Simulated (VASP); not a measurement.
Wanted: the native input for a VASP 6.6.1 run.

```
Task                   : single point
Functional             : LDA
Potentials or basis    : VASP PAW LDA potentials, release 64 (Ir)
Cutoff                 : 520 eV
k mesh                 : 14 × 14 × 9
Occupations            : fermi-dirac, width 0.1 eV
Spin                   : no spin polarisation
Dipole correction      : no
Further INCAR settings : ALGO = Normal; EDIFF = 1e-07; NBANDS = 16; ISYM = 0
```

The structure of Ir lies in POSCAR:

```
Ir
1.0
   -2.4496968973      2.1027651507      1.2949692389
    2.1027651507     -2.4496968973      1.2949692389
    2.8101411206      2.8101411206     -1.9303753683
Ir
2
Direct
    0.9780084481      0.0219915519      0.0000000000
    0.7719915519      0.2280084481      0.5000000000
```

One way to write it, as run:

INCAR

```
PREC = Accurate
ENCUT = 520
EDIFF = 1E-7
ISMEAR = -1
SIGMA = 0.1
LREAL = False
LASPH = True
NELM = 80
ALGO = Normal
ISIF = 2
LWAVE = False
LCHARG = True
LELF = True
LVHAR = True
NBANDS = 16
ISYM = 0
```

KPOINTS

```
regular mesh
0
Gamma
  14 14 9
```

Potentials or basis: VASP PAW LDA potentials, release 64 (Ir).

The run is started by

```console
$ cat potpaw_LDA.64/Ir/POTCAR > POTCAR
$ mpirun -np 1 vasp_std > vasp.out
```

It gave:

| Quantity | Value |
| --- | --- |
| Pressure | 2.0 GPa |
| Largest force | 0.053 eV/Å |
| Band gap on the k mesh | zero (band 9 reaches 10.82 eV, above the bottom of band 10 at 7.87 eV) |

Caveat: spin-orbit coupling is left out, which moves the levels of the heavy elements.

It took 5.5 min on 1 thread of Intel(R) Xeon(R) 6975P-C (Granite Rapids), with other jobs on the host, peak memory 0.46 GiB.
